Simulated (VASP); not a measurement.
Here is a VASP 6.6.1 calculation.

INCAR

```
PREC = Accurate
ENCUT = 500
EDIFF = 1E-7
ISMEAR = 0
SIGMA = 0.1
LREAL = False
LASPH = True
NELM = 120
ALGO = Normal
ISIF = 3
LWAVE = False
LCHARG = False
GGA = PS
IBRION = 2
NSW = 80
EDIFFG = -0.05
GGA_COMPAT = False
NELMIN = 4
```

KPOINTS

```
regular mesh
0
Gamma
  8 8 8
```

Contents of POSCAR:

```
Sr
1.0
   -1.8244817333      1.8244817333      1.8244817333
    1.8244817333     -1.8244817333      1.8244817333
    1.8244817333      1.8244817333     -1.8244817333
Sr
1
Direct
    0.0000000000      0.0000000000      0.0000000000
```

Potentials or basis: VASP PAW PBE potentials, release 64 (Sr_sv).

Command:

```sh
$ cat potpaw_PBE.64/Sr_sv/POTCAR > POTCAR
$ mpirun -np 1 vasp_std > vasp.out
```

Problem. Estimate the space group after relaxing (to 0.1 Å).

Solution. Im-3m (No. 229).

Problem. Predict the band gap on the k mesh.

Solution. Zero (bands 5 and 6 overlap by 0.59 eV).

The path:
```csv
step,energy change (eV),largest force (eV/Å),pressure (GPa),volume (Å³)
1,0.0000,0.0000,28.65,24.29
2,-1.3800,0.0000,2.88,42.99
3,-1.4377,0.0000,0.89,48.02
4,-1.4005,0.0000,-1.55,59.22
5,-1.4455,0.0000,-0.10,51.39
```

Caveat: the volume moved by over 15 % at a fixed basis, so the end points are rough; the PAW data sets were made with another functional, which shifts forces and pressure a little.
